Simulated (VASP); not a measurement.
Al3Si2F, 6 atoms in the cell. It takes space group Pmm2 (No. 25, orthorhombic). Conventional cell: a = 3.109 Å, b = 4.251 Å, c = 7.221 Å, α = 90.00°, β = 90.00°, γ = 90.00°. Al (site symmetry mm2) has 6 Si at 2.64 to 2.85 Å and 5 Al at 2.73 to 3.11 Å within 3.5 Å. Al (site symmetry mm2) has 2 F at 2.14 Å and 2 Si at 2.62 Å and 1 Al at 2.73 Å within 2.8 Å. Al (site symmetry mm2) has 1 F at 1.97 Å within 2.6 Å. Within 3.5 Å of Si (site symmetry mm2) lie 6 Al at 2.64 to 2.90 Å and 4 Si at 3.11 to 3.35 Å and 2 F at 3.20 Å. Si (site symmetry mm2) has 8 Al at 2.62 to 2.85 Å and 4 Si at 3.11 to 3.35 Å and 4 F at 3.21 Å within 3.5 Å. F (site symmetry mm2) has 3 Al at 1.97 to 2.14 Å within 2.6 Å. 

- Program: VASP 6.6.1
- Task: single point
- Functional: PBE
- Potentials or basis: VASP PAW PBE potentials, release 64 (Al, Si, F)
- Cutoff: 520 eV
- k mesh: 4 × 3 × 2
- Occupations: gaussian, width 0.15 eV
- Spin: no spin polarisation
- Dipole correction: no
- Further INCAR settings: ALGO = Normal; EDIFF = 1e-06; NBANDS = 21

Potentials or basis: VASP PAW PBE potentials, release 64 (Al, Si, F).

The run is started by

```console
$ cat potpaw_PBE.64/Al/POTCAR potpaw_PBE.64/Si/POTCAR potpaw_PBE.64/F/POTCAR > POTCAR
$ mpirun -np 1 vasp_std > vasp.out
```

Hardware: 1 thread of Intel(R) Xeon(R) Platinum 8259CL CPU @ 2.50GHz (Skylake/Cascade Lake), with other jobs on the host.

Q: How long does it take, and how much memory?

A: Wall time 19 s on 1 thread of Intel(R) Xeon(R) Platinum 8259CL CPU @ 2.50GHz (Skylake/Cascade Lake), on a shared host, peak memory 0.19 GiB. Counts: scf iterations 15, k points 12.
